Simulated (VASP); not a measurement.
The system is Y.

```
CELL_PARAMETERS angstrom
3.60000 0.00000 0.00000
-1.80000 3.11769 0.00000
0.00000 0.00000 5.87880
ATOMIC_POSITIONS crystal
Y 0.33333 0.66667 0.25000
Y 0.66667 0.33333 0.75000
```

| Quantity | Value |
| --- | --- |
| Program | VASP 6.6.1 |
| Task | relaxation of cell and atoms |
| Functional | r2SCAN |
| Potentials or basis | VASP PAW PBE potentials, release 64 (Y_sv) |
| Cutoff | 600 eV |
| k mesh | 8 × 8 × 4 |
| Occupations | fermi-dirac, width 0.1 eV |
| Spin | no spin polarisation |

At the start: pressure 0.9 GPa; volume 32.99 Å³/atom.

Task: Where does the relaxation end?

Result: Over 5 steps the energy falls by 12.3 meV/atom and the volume is 33.59 Å³/atom (+1.8 %); space group P6_3/mmc (No. 194, to 0.1 Å) before and after.

The path:
| step | energy change (eV) | largest force (eV/Å) | pressure (GPa) | volume (Å³) |
| --- | --- | --- | --- | --- |
| 1 | 0.0000 | 0.0000 | 0.87 | 65.98 |
| 2 | -0.0203 | 0.0000 | -0.25 | 67.68 |
| 3 | -0.0214 | 0.0000 | -0.56 | 68.17 |
| 4 | -0.0245 | 0.0000 | -0.05 | 67.24 |
| 5 | -0.0245 | 0.0000 | -0.01 | 67.17 |

Final structure:
```
Y
1.0
     3.68508    0.00000    0.00000
    -1.84254    3.19137    0.00000
     0.00000    0.00000    5.71191
Y
2
Direct
  0.33333 0.66667 0.25000
  0.66667 0.33333 0.75000
```

Caveat: the PAW data sets were made with another functional, which shifts forces and pressure a little.
